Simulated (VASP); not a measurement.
A run of VASP 6.6.1:

File POSCAR:

```
Ti
1.0
    4.5673748306      0.0000000000      0.0000000000
   -2.2836874153      3.9554626319      0.0000000000
    0.0000000000      0.0000000000      2.8262442700
Ti
3
Direct
    0.6666666667      0.3333333333      0.5000000000
    0.3333333333      0.6666666667      0.5000000000
    0.0000000000      0.0000000000      0.0000000000
```

File INCAR.step1:

```
PREC = Accurate ; ENCUT = 520
ISMEAR = -1 ; SIGMA = 0.05
LREAL = False ; LASPH = True
NELM = 60 ; NBANDS = 25
GGA = PE ; ALGO = Normal
EDIFF = 1E-4 ; LWAVE = True
LCHARG = False
```

Contents of INCAR.step2:

```
PREC = Accurate ; ENCUT = 520
EDIFF = 1E-6 ; ISMEAR = -1
SIGMA = 0.05 ; LREAL = False
LASPH = True ; NELM = 60
ALGO = Normal ; ISIF = 2
LWAVE = False ; LCHARG = False
METAGGA = R2SCAN ; LMIXTAU = True
NBANDS = 25 ; ISTART = 1
```

File KPOINTS:

```
Automatic mesh
0
Gamma
  7 7 9
```

Potentials or basis: VASP PAW PBE potentials, release 64 (Ti_sv).

Command:

```bash
$ cat potpaw_PBE.64/Ti_sv/POTCAR > POTCAR
$ cp INCAR.step1 INCAR
$ mpirun -np 1 vasp_std > vasp.out
$ cp INCAR.step2 INCAR
$ mpirun -np 1 vasp_std > vasp.out
```

Hardware: 1 thread of Intel Xeon 8259CL, on a shared host.

Q: How long does it take, and how much memory?

A: Run time: 5 min on 1 thread of Intel Xeon 8259CL (shared host), peak memory 0.2 GiB. Counts: k points 40.
